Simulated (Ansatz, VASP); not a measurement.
**One calculation of Sc4AlAs, two programs**

```
Sc Al As
1.0
     0.00000    4.03572    4.03572
     4.03572    0.00000    4.03572
     4.03572    4.03572    0.00000
Sc Al As
4 1 1
Direct
  0.87292 0.37569 0.37569
  0.37569 0.37569 0.37569
  0.37569 0.87292 0.37569
  0.37569 0.37569 0.87292
  0.75000 0.75000 0.75000
  0.00000 0.00000 0.00000
```

Change from the starting cell: species swapped into the Be4AlNi type (F-43m, No. 216).

Alike in both runs: functional PBE; k mesh 4 × 4 × 4; occupations gaussian, width 0.1 eV; no spin polarisation.

Ansatz relaxed the structure, and its values are those at the end. VASP's run is a single point on that final structure, the one shown.

```csv
,VASP,Ansatz
version,VASP 6.6.1,Ansatz 0.2.0
potentials or method,"VASP PAW PBE potentials, release 64 (Sc_sv, Al, As), cutoff 520 eV","scalar-relativistic, plane waves, PAW"
valence electrons in the cell,52,62
```

```tsv
	VASP	Ansatz	Ansatz less VASP
gap on the k mesh at the Fermi level (eV)	none	none	-
pressure (GPa)	0.3	0.3	-0.08
rms of the force components (eV/Å)	0.008	0.009	+0.0012
```

A gap of «none» marks a metal or a gap that the smearing closes. VASP's potentials hold 52 valence electrons a cell and Ansatz's 62, so a difference there can come from the potentials and not from the codes.
